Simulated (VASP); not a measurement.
A run of VASP 6.6.1 is set up as follows.

Contents of INCAR:

```
SYSTEM = Te2Mo
PREC = Accurate
ENCUT = 520
EDIFF = 1E-6
ISMEAR = 0
SIGMA = 0.05
LREAL = .False.
LASPH = .True.
NELM = 60
ALGO = Normal
ISIF = 2
LWAVE = .False.
LCHARG = .False.
LDIPOL = .True.
IDIPOL = 3
DIPOL = 0.5 0.5 0.404
GGA = PE
IVDW = 12
IBRION = 2
NSW = 40
EDIFFG = -0.003
```

Contents of KPOINTS:

```
Automatic mesh
0
Gamma
  9 9 1
  0 0 0
```

The input POSCAR:

```
Te2Mo
1.0
    3.5038817003      0.0000000000      0.0000000000
   -1.7519408501      3.0344505643      0.0000000000
    0.0000000000      0.0000000000     24.7677199090
Te Mo
4 2
Selective dynamics
Direct
    0.3333333333      0.6666666667      0.1816881011  F F F
    0.3333333333      0.6666666667      0.3284056823  F F T
    0.3333333333      0.6666666667      0.4790453057  F F T
    0.3333333333      0.6666666667      0.6257628868  F F T
    0.6666666667      0.3333333333      0.2550468917  F F T
    0.0000000000      1.0000000000      0.5524040962  F F T
```

Potentials or basis: VASP PAW PBE potentials, release 64 (Te, Mo_sv).

Run with:

```bash
$ cat potpaw_PBE.64/Te/POTCAR potpaw_PBE.64/Mo_sv/POTCAR > POTCAR
$ mpirun -np 1 vasp_std > vasp.out
```

Q: Estimate the dispersion energy per atom.

A: -0.449 eV.

Q: Estimate the energy gained by relaxing.

A: 2.5 meV/atom.

Final structure:
```
Te Mo
1.0
     3.50388    0.00000    0.00000
    -1.75194    3.03445    0.00000
     0.00000    0.00000   24.76772
Te Mo
4 2
Direct
  0.33333 0.66667 0.18169
  0.33333 0.66667 0.32843
  0.33333 0.66667 0.48834
  0.33333 0.66667 0.63509
  0.66667 0.33333 0.25504
  0.00000 0.00000 0.56173
```
